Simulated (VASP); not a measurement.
# MgO (F-43m) in VASP: notebook

MgO is run at these levels: PBE; tasks: single point.

Everything below comes from runs of VASP 6.6.1. Logs are shortened: lines on timing, memory, paths and dates and some standing lists are left out, and cuts for length are marked.

**1. The cell of the first run**

Symmetry: F-43m, No. 216, cubic system. The conventional cell has a = 4.564 Å, b = 4.564 Å, c = 4.564 Å, α = 90.00°, β = 90.00°, γ = 90.00°. Within 2.6 Å of Mg (site symmetry -43m) lie 4 O at 1.98 Å. O (site symmetry -43m) has 4 Mg at 1.98 Å within 2.6 Å.

**2. Single point, PBE**

INCAR reads:

```
SYSTEM = MgO
PREC     = Accurate       ! precision mode
ENCUT    = 600            ! plane-wave cutoff, eV
EDIFF    = 1E-6           ! SCF threshold, eV
ISMEAR   = 0              ! smearing method
SIGMA    = 0.01           ! smearing width, eV
LREAL    = .False.        ! projectors in reciprocal space
LASPH    = .True.         ! aspherical terms in the spheres
NELM     = 120            ! most SCF steps
ALGO     = Normal         ! electronic algorithm
ISIF     = 2              ! what is computed and relaxed
LWAVE    = .False.        ! write WAVECAR
LCHARG   = .True.         ! write CHGCAR
GGA      = PE             ! functional
LELF     = .True.         ! ELF
LVHAR    = .True.       
NBANDS   = 11             ! bands
GGA_COMPAT= .False.
```

KPOINTS reads:

```
Automatic mesh
0
Gamma
  6 6 6
  0 0 0
```

POSCAR reads:

```
MgO
1.0
    0.0000000000      2.2820056318      2.2820056318
    2.2820056318      0.0000000000      2.2820056318
    2.2820056318      2.2820056318      0.0000000000
Mg O
1 1
Direct
    0.0000000000      0.0000000000      0.0000000000
    0.2500000000      0.2500000000      0.2500000000
```

Potentials or basis: VASP PAW PBE potentials, release 64 (Mg, O).

Command:

```
$ cat potpaw_PBE.64/Mg/POTCAR potpaw_PBE.64/O/POTCAR > POTCAR
$ mpirun -np 1 vasp_std > vasp.out
```

OUTCAR:

```text
SYSTEM = MgO
   PREC = Accurate
   ENCUT = 600
   EDIFF = 1E-6
   ISMEAR = 0
   LREAL = .False.
   LASPH = .True.
   NELM = 120
   ISIF = 2
   GGA = PE

 ion  position               nearest neighbor table
   1  0.000  0.000  0.000-   2 1.98   2 1.98   2 1.98   2 1.98
   2  0.250  0.250  0.250-   1 1.98   1 1.98   1 1.98   1 1.98

  LATTYP: Found a face centered cubic cell.
 ALAT       =     4.5640112636

  Lattice vectors:

 A1 = (   0.0000000000,   2.2820056318,   2.2820056318)
 A2 = (   2.2820056318,   0.0000000000,   2.2820056318)
 A3 = (   2.2820056318,   2.2820056318,   0.0000000000)

Analysis of symmetry for initial positions (statically):
=====================================================================
 Subroutine PRICEL returns:
 Original cell was already a primitive cell.

 Routine SETGRP: Setting up the symmetry group for a
 face centered cubic supercell.

 Subroutine GETGRP returns: Found 24 space group operations
 (whereof 24 operations were pure point group operations)
 out of a pool of 48 trial point group operations.

The static configuration has the point symmetry T_d .

Analysis of symmetry for dynamics (positions and initial velocities):
=====================================================================
 Subroutine PRICEL returns:
 Original cell was already a primitive cell.

 Routine SETGRP: Setting up the symmetry group for a
 face centered cubic supercell.

 Subroutine GETGRP returns: Found 24 space group operations
 (whereof 24 operations were pure point group operations)
 out of a pool of 48 trial point group operations.

The dynamic configuration has the point symmetry T_d .

 Subroutine INISYM returns: Found 24 space group operations
 (whereof 24 operations are pure point group operations),
 and found     1 'primitive' translations

----------------------------------------------------------------------------------------

                                     Primitive cell

  volume of cell :      23.7673

  direct lattice vectors                    reciprocal lattice vectors
     0.000000000  2.282005632  2.282005632    -0.219105507  0.219105507  0.219105507
     2.282005632  0.000000000  2.282005632     0.219105507 -0.219105507  0.219105507
     2.282005632  2.282005632  0.000000000     0.219105507  0.219105507 -0.219105507

  length of vectors
     3.227243314  3.227243314  3.227243314     0.379501870  0.379501870  0.379501870

  position of ions in fractional coordinates (direct lattice)
     0.000000000  0.000000000  0.000000000
     0.250000000  0.250000000  0.250000000

  ion indices of the primitive-cell ions
   primitive index   ion index
                 1           1
                 2           2

----------------------------------------------------------------------------------------

 KPOINTS: Automatic mesh

Automatic generation of k-mesh.
 Grid dimensions read from file:
 generate k-points for:    6    6    6

 Generating k-lattice:

  Cartesian coordinates                     Fractional coordinates (reciprocal lattice)
    -0.036517584  0.036517584  0.036517584     0.166666667  0.000000000  0.000000000
     0.036517584 -0.036517584  0.036517584     0.000000000  0.166666667  0.000000000
     0.036517584  0.036517584 -0.036517584     0.000000000  0.000000000  0.166666667

  Length of vectors
     0.063250312  0.063250312  0.063250312

  Shift w.r.t. Gamma in fractional coordinates (k-lattice)
     0.000000000  0.000000000  0.000000000

 Subroutine IBZKPT returns following result:
 ===========================================

 Found     16 irreducible k-points:

 Following reciprocal coordinates:
            Coordinates               Weight
  0.000000  0.000000  0.000000      1.000000
  0.166667  0.000000  0.000000      8.000000
  0.333333  0.000000  0.000000      8.000000
  0.500000  0.000000  0.000000      4.000000
  0.166667  0.166667  0.000000      6.000000
  0.333333  0.166667  0.000000     24.000000
[... 8 lines left out ...]
 -0.333333  0.333333  0.166667     24.000000
 -0.333333  0.500000  0.166667     12.000000
   k-points           NKPTS =     16   k-points in BZ     NKDIM =     16   number of bands    NBANDS=     11
   number of dos      NEDOS =    301   number of ions     NIONS =      2
   total plane-waves  NPLWV =  21952
   dimension x,y,z NGX =    28 NGY =   28 NGZ =   28
   dimension x,y,z NGXF=    56 NGYF=   56 NGZF=   56
   ions per type =               1   1
   NGX,Y,Z   is equivalent  to a cutoff of  14.42, 14.42, 14.42 a.u.
   NGXF,Y,Z  is equivalent  to a cutoff of  28.85, 28.85, 28.85 a.u.
 SYSTEM =  MgO
   PREC   = accura    normal or accurate (medium, high low for compatibility)
   ISTART =      0    job   : 0-new  1-cont  2-samecut
   ICHARG =      2    charge: 1-file 2-atom 10-const
   ISPIN  =      1    spin polarized calculation?
   LNONCOLLINEAR =      F non collinear calculations
   LSORBIT =      F    spin-orbit coupling
   LASPH  =      T    aspherical Exc in radial PAW
   ENCUT  =  600.0 eV  44.10 Ry    6.64 a.u.   6.45  6.45  6.45*2*pi/ulx,y,z
   NELM   =    120;   NELMIN=  2; NELMDL= -5     # of ELM steps
   EDIFF  = 0.1E-05   stopping-criterion for ELM
   LREAL  =      F    real-space projection
   EDIFFG = 0.1E-04   stopping-criterion for IOM
   NSW    =      0    number of steps for IOM
   IBRION =     -1    ionic relax: 0-MD 1-quasi-New 2-CG
   NFREE  =      0    steps in history (QN), initial steepest desc. (CG)
   ISIF   =      2    stress and relaxation
   ISYM   =      2    0-nonsym 1-usesym 2-fastsym
   POTIM  = 0.5000    time-step for ionic-motion
   TEBEG  =    0.0;   TEEND  =   0.0 temperature during run
   PSTRESS=    0.0 pullay stress
   NELECT =       8.0000    total number of electrons
   NUPDOWN=      -1.0000    fix difference up-down
   EMIN   =  10.00;   EMAX   =-10.00  energy-range for DOS
   EFERMI =   0.00;   METHOD = LEGACY
   ISMEAR =     0;   SIGMA  =   0.01  broadening in eV -4-tet -1-fermi 0-gaus
   EFERMI_NEDOS =   21; number of points for ismear=-14 and -15
   IALGO  =     38    algorithm
   IMIX   =      4    mixing-type and parameters
     AMIX     =   0.40;   BMIX     =  1.00
     AMIX_MAG =   1.60;   BMIX_MAG =  1.00
  volume/ion in A,a.u.               =      11.88        80.19
  Fermi-wavevector in a.u.,A,eV,Ry     =   1.138793  2.152007 17.644708  1.296849
  Thomas-Fermi vector in A             =   2.275497
   LORBIT       =      0    0 simple, 1 ext, 2 COOP (PROOUT), +10 PAW based schemes
   GGA     = PE    functional components
   LHFCALC =     F    Hartree Fock is set to
   AEXX    =    0.0000 exact exchange contribution
   IVDW    =     0    specifies the selected vdW correction
   LEPSILON=     F    determine dielectric tensor
   LRPA    =     F    only Hartree local field effects (RPA)
 non-spin polarized calculation
 Gauss-broadening in eV      SIGMA  =   0.01
  energy-cutoff  :      600.00
  volume of cell :       23.77
 maximum number of plane-waves:       821
 NGX is ok and might be reduce to    28
   NGX = 13   NGY = 13   NGZ = 13

 number of electron       8.0000002 magnetization

 Free energy of the ion-electron system (eV)
  ---------------------------------------------------
  ext. energy  EPLUGINS =         0.00000000
  ---------------------------------------------------
  free energy    TOTEN  =       -11.69616144 eV

  energy without entropy =      -11.69616144  energy(sigma->0) =      -11.69616144

 E-fermi :   0.9009     XC(G=0):  -9.7201

 val. band max:        0.7860442785   @ k =   0.0000   0.0000   0.0000
 cond. band min:       4.4288621461   @ k =   0.0000   0.0000   0.0000
 fundamental gap:      3.6428178676
 Fermi energy:         0.9008827551

 k-point     1 :       0.0000    0.0000    0.0000
  band No.  band energies     occupation
      1     -15.1137      2.00000
      2       0.7860      2.00000
      3       0.7860      2.00000
      4       0.7860      2.00000
      5       4.4289      0.00000
      6      17.6030      0.00000
      7      17.6030      0.00000
      8      17.6030      0.00000
      9      21.1082      0.00000
     10      21.1083      0.00000
     11      21.1965      0.00000

 k-point     2 :       0.1667    0.0000    0.0000
  band No.  band energies     occupation
      1     -14.9565      2.00000
      2      -0.2876      2.00000
      3       0.7391      2.00000
      4       0.7391      2.00000
      5       5.7324      0.00000
      6      15.5395      0.00000
      7      17.3024      0.00000
      8      17.3024      0.00000
      9      19.4692      0.00000
     10      19.4692      0.00000
     11      20.2938      0.00000

 k-point     3 :       0.3333    0.0000    0.0000
  band No.  band energies     occupation
      1     -14.6228      2.00000
      2      -1.6885      2.00000
      3       0.6473      2.00000
      4       0.6473      2.00000
      5       7.8385      0.00000
      6      12.5524      0.00000
      7      15.9616      0.00000
      8      15.9616      0.00000
      9      20.1086      0.00000
     10      20.9977      0.00000
     11      20.9977      0.00000

 k-point     4 :       0.5000    0.0000    0.0000
  band No.  band energies     occupation
      1     -14.4448      2.00000
      2      -2.2518      2.00000
      3       0.6030      2.00000
      4       0.6030      2.00000
      5       9.5765      0.00000
      6      10.4754      0.00000
      7      15.4104      0.00000
      8      15.4104      0.00000
      9      20.4502      0.00000
     10      22.5623      0.00000
     11      22.5623      0.00000

 k-point     5 :       0.1667    0.1667    0.0000
  band No.  band energies     occupation
      1     -14.9053      2.00000
      2      -0.3051      2.00000
      3       0.5896      2.00000
      4       0.5896      2.00000
      5       6.0479      0.00000
      6      15.4707      0.00000
      7      16.4738      0.00000
      8      17.2744      0.00000
      9      17.2744      0.00000
     10      21.8942      0.00000
     11      23.3107      0.00000
[... 99 lines left out ...]
 k-point    13 :       0.5000    0.5000    0.0000
  band No.  band energies     occupation
      1     -14.2476      2.00000
      2      -1.7241      2.00000
      3       0.0469      2.00000
      4       0.0469      2.00000
      5       7.0458      0.00000
      6      12.3428      0.00000
      7      14.9009      0.00000
      8      17.4634      0.00000
      9      17.4634      0.00000
     10      22.8004      0.00000
     11      27.4499      0.00000

 k-point    14 :       0.5000    0.3333    0.1667
  band No.  band energies     occupation
      1     -14.4085      2.00000
      2      -1.4890      2.00000
      3      -0.2102      2.00000
      4       0.3246      2.00000
      5       8.4408      0.00000
      6      12.1754      0.00000
      7      14.1654      0.00000
      8      16.2036      0.00000
      9      19.2235      0.00000
     10      22.6348      0.00000
     11      24.9788      0.00000

 k-point    15 :      -0.3333    0.3333    0.1667
  band No.  band energies     occupation
      1     -14.2933      2.00000
      2      -1.4503      2.00000
      3      -0.5731      2.00000
      4       0.1585      2.00000
      5       8.9075      0.00000
      6      11.7252      0.00000
      7      14.0783      0.00000
      8      15.7977      0.00000
      9      20.5916      0.00000
     10      21.4657      0.00000
     11      26.2264      0.00000

 k-point    16 :      -0.3333    0.5000    0.1667
  band No.  band energies     occupation
      1     -14.2425      2.00000
      2      -1.3369      2.00000
      3      -0.4487      2.00000
      4      -0.1887      2.00000
      5       8.0690      0.00000
      6      12.3643      0.00000
      7      14.7316      0.00000
      8      15.3638      0.00000
      9      19.2871      0.00000
     10      23.5848      0.00000
     11      24.6494      0.00000

------------------------ aborting loop because EDIFF is reached ----------------------------------------

  FORCE on cell =-STRESS in cart. coord.  units (eV):
  Direction    XX          YY          ZZ          XY          YZ          ZX
  --------------------------------------------------------------------------------------
  -------------------------------------------------------------------------------------
  Total        0.4859214      0.4859214      0.4859214     -0.0000000     -0.0000000     -0.0000000
  in kB       32.7564241     32.7564241     32.7564241     -0.0000000     -0.0000000     -0.0000000
  external PRESSURE =      32.7564241 kB  Pullay stress =       0.0000000 kB

 VOLUME and BASIS-vectors are now :
 -----------------------------------------------------------------------------
  energy-cutoff  :      600.00
  volume of cell :       23.77
      direct lattice vectors                 reciprocal lattice vectors
     0.000000000  2.282005632  2.282005632    -0.219105507  0.219105507  0.219105507
     2.282005632  0.000000000  2.282005632     0.219105507 -0.219105507  0.219105507
     2.282005632  2.282005632  0.000000000     0.219105507  0.219105507 -0.219105507

 POSITION                                       TOTAL-FORCE (eV/Angst)
 -----------------------------------------------------------------------------------
      0.00000      0.00000      0.00000         0.000000      0.000000      0.000000
      1.14100      1.14100      1.14100        -0.000000     -0.000000     -0.000000
 -----------------------------------------------------------------------------------
    total drift:                                0.000000      0.000000     -0.000000

  FREE ENERGIE OF THE ION-ELECTRON SYSTEM (eV)
  ---------------------------------------------------
  free  energy   TOTEN  =       -11.6961614362 eV

  energy  without entropy=      -11.6961614362  energy(sigma->0) =      -11.69616144
```

It took 18 s on 1 thread of Intel Xeon 8259CL, shared host; peak memory 0.16 GiB.

Results:

```yaml
Free_energy: -11.6962 eV
Pressure: 3.3 GPa
Band_gap_on_the_k_mesh: 3.64 eV, direct
```

Levels at points of the mesh, in eV from the valence-band top:
```csv
k point,band 1,band 2,band 3,band 4,band 5,band 6,band 7,band 8
"(0.00, 0.00, 0.00)",-15.90,0.00,0.00,0.00,3.64,16.82,16.82,16.82
"(0.50, 0.00, 0.00)",-15.23,-3.04,-0.18,-0.18,8.79,9.69,14.62,14.62
"(0.50, 0.50, 0.00)",-15.03,-2.51,-0.74,-0.74,6.26,11.56,14.11,16.68
```

**3. Single point, PBE (volume changed by +5%)**

INCAR reads:

```
ALGO = Normal ; EDIFF = 1E-6
ENCUT = 600 ; GGA = PE
GGA_COMPAT = F ; ISIF = 2
ISMEAR = 0 ; LASPH = T
LCHARG = F ; LREAL = F
LWAVE = F ; NBANDS = 11
NELM = 120 ; PREC = Accurate
SIGMA = 0.01
```

KPOINTS reads:

```
k-points
0
Gamma
  6 6 6
```

POSCAR reads:

```
MgO
1.0
    0.0000000000      2.3194222103      2.3194222103
    2.3194222103      0.0000000000      2.3194222103
    2.3194222103      2.3194222103      0.0000000000
Mg O
1 1
Direct
    0.0000000000      0.0000000000      0.0000000000
    0.2500000000      0.2500000000      0.2500000000
```

Potentials or basis: VASP PAW PBE potentials, release 64 (Mg, O).

Command:

```
$ cat potpaw_PBE.64/Mg/POTCAR potpaw_PBE.64/O/POTCAR > POTCAR
$ mpirun -np 1 vasp_std > vasp.out
```

Run time: 12 s. Hardware: 1 thread of Intel Xeon 8259CL, shared host; peak memory 0.16 GiB.

It converged, with:

```
Free energy            : -11.7005 eV
Pressure               : -2.5 GPa
Band gap on the k mesh : 3.37 eV, direct
```

Levels at points of the mesh, in eV from the valence-band top:
| k point | band 2 | band 3 | band 4 | band 5 | band 6 | band 7 |
| --- | --- | --- | --- | --- | --- | --- |
| (0.00, 0.00, 0.00) | 0.00 | 0.00 | 0.00 | 3.37 | 16.28 | 16.28 |
| (0.50, 0.00, 0.00) | -2.91 | -0.18 | -0.18 | 8.44 | 9.32 | 14.26 |
| (0.50, 0.50, 0.00) | -2.41 | -0.72 | -0.72 | 6.14 | 11.30 | 13.42 |

**4. Single point, PBE (volume changed by +10%)**

INCAR reads:

```
SYSTEM = MgO
  PREC = Accurate
  ENCUT = 600
  EDIFF = 1E-6
  ISMEAR = 0
  SIGMA = 0.01
  LREAL = .False.
  LASPH = .True.
  NELM = 120
  ALGO = Normal
  ISIF = 2
  LWAVE = .False.
  LCHARG = .True.
  GGA = PE
  LELF = .True.
  LVHAR = .True.
  NBANDS = 11
  GGA_COMPAT = .False.
```

KPOINTS reads:

```
Automatic mesh
0
Gamma
  6 6 6
  0 0 0
```

POSCAR reads:

```
MgO
1.0
    0.0000000000      2.3556690370      2.3556690370
    2.3556690370      0.0000000000      2.3556690370
    2.3556690370      2.3556690370      0.0000000000
Mg O
1 1
Direct
    0.0000000000      0.0000000000      0.0000000000
    0.2500000000      0.2500000000      0.2500000000
```

Command:

```
$ cat potpaw_PBE.64/Mg/POTCAR potpaw_PBE.64/O/POTCAR > POTCAR
$ mpirun -np 1 vasp_std > vasp.out
```

Run time: 13 s. Hardware: 1 thread of Intel Xeon 8259CL, shared host; peak memory 0.15 GiB.

It converged, with:

| Property | Result |
| --- | --- |
| Free energy | -11.6669 eV |
| Pressure | -6.9 GPa |
| Band gap on the k mesh | 3.13 eV, direct |

Levels at points of the mesh, in eV from the valence-band top:
| k point | band 1 | band 2 | band 3 | band 4 | band 5 | band 6 | band 7 | band 8 | band 9 |
| --- | --- | --- | --- | --- | --- | --- | --- | --- | --- |
| (0.00, 0.00, 0.00) | -15.64 | 0.00 | 0.00 | 0.00 | 3.13 | 15.79 | 15.79 | 15.79 | 19.36 |
| (0.50, 0.00, 0.00) | -15.10 | -2.79 | -0.18 | -0.18 | 8.12 | 8.98 | 13.91 | 13.91 | 18.43 |
| (0.50, 0.50, 0.00) | -14.94 | -2.31 | -0.70 | -0.70 | 6.02 | 11.06 | 12.78 | 15.56 | 15.56 |

**5. Overview**

```csv
cell,gap on the mesh (eV),pressure (GPa)
"a = 3.227 Å, angles 60.0°, 2 atoms",3.64,3.3
"a = 3.280 Å, angles 60.0°, 2 atoms",3.37,-2.5
"a = 3.331 Å, angles 60.0°, 2 atoms",3.13,-6.9
```

Alike in all rows: task single point; level PBE; potentials or basis VASP PAW PBE potentials, release 64 (Mg, O); no spin polarisation; k mesh 6 × 6 × 6; cutoff (eV) 600; smearing gaussian 0.01 eV.

Total energies depend on the potentials used, so only differences within one code and one set of settings carry meaning.
